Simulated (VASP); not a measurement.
**PtSe2 (Sudovikovite): density of states with PBE+D3(BJ)**

The system is PtSe2 (Sudovikovite).

```
Pt Se
1.0
     3.77146    0.00000    0.00000
    -1.88573    3.26618    0.00000
     0.00000    0.00000    4.82331
Pt Se
1 2
Direct
  0.00000 0.00000 0.00000
  0.33333 0.66667 0.26546
  0.66667 0.33333 0.73454
```

| Property | Result |
| --- | --- |
| Program | VASP 6.6.1 |
| Task | density of states |
| Functional | PBE |
| Dispersion | D3(BJ) |
| Potentials or basis | VASP PAW PBE potentials, release 64 (Pt, Se) |
| Cutoff | 520 eV |
| k mesh | 15 × 15 × 10 |
| Occupations | gaussian, width 0.1 eV |
| Spin | no spin polarisation |
| Dipole correction | no |
| k mesh for the DOS | 23 × 23 × 15 |
| Occupations for the DOS | tetrahedron |
| Further INCAR settings | ALGO = Normal; EDIFF = 1e-06; NBANDS = 18 |

The valence electrons inside the program's atomic spheres are Pt 9.37; Se 3.78. The dispersion energy per atom is -0.490 eV.

Levels at points of the mesh, in eV from the Fermi level:
| k point | band 9 | band 10 | band 11 | band 12 | band 13 | band 14 |
| --- | --- | --- | --- | --- | --- | --- |
| (0.00, 0.00, 0.00) | -1.03 | -1.03 | 0.76 | 1.04 | 1.04 | 3.33 |

Wall time 6 min on 1 thread of Intel(R) Xeon(R) Platinum 8488C (Sapphire Rapids), with other jobs on the host, peak memory 0.84 GiB.

Caveat: spin-orbit coupling is left out, which moves the levels of the heavy elements.
